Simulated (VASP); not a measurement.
Input of a VASP 6.6.1 run:

The input INCAR:

```
SYSTEM = MoS2
PREC = Accurate
ENCUT = 520
EDIFF = 1E-6
ISMEAR = -1
SIGMA = 0.05
LREAL = .FALSE.
LASPH = .TRUE.
NELM = 100
ALGO = Normal
ISIF = 2
LWAVE = .FALSE.
LCHARG = .FALSE.
GGA = RP
NBANDS = 20
```

KPOINTS

```
regular mesh
0
G
  9 9 4
  0 0 0
```

Contents of POSCAR:

```
MoS2
1.0
    3.2274645616      0.0000000000      0.0000000000
   -1.6137322808      2.7950663001      0.0000000000
    0.0000000000      0.0000000000      6.3124734200
Mo S
1 2
Direct
    0.0000000000      0.0000000000      0.5000000000
    0.6666666667      0.3333333333      0.7446806800
    0.3333333333      0.6666666667      0.2553193200
```

Potentials or basis: VASP PAW PBE potentials, release 64 (Mo_sv, S).

Command:

```sh
$ cat potpaw_PBE.64/Mo_sv/POTCAR potpaw_PBE.64/S/POTCAR > POTCAR
$ mpirun -np 1 vasp_std > vasp.out
```

(1) What does it give for the pressure?

(2) Estimate the largest force.

(3) What does it give for the band gap on the k mesh?

Results:

(1) 3.4 GPa.

(2) 0.342 eV/Å.

(3) zero (band 13 reaches 7.65 eV, above the bottom of band 14 at 6.60 eV).

Caveat: the PAW data sets were made with another functional, which shifts forces and pressure a little; this functional lacks dispersion, which binds the layers, so the pressure and a relaxed spacing across them are unreliable.
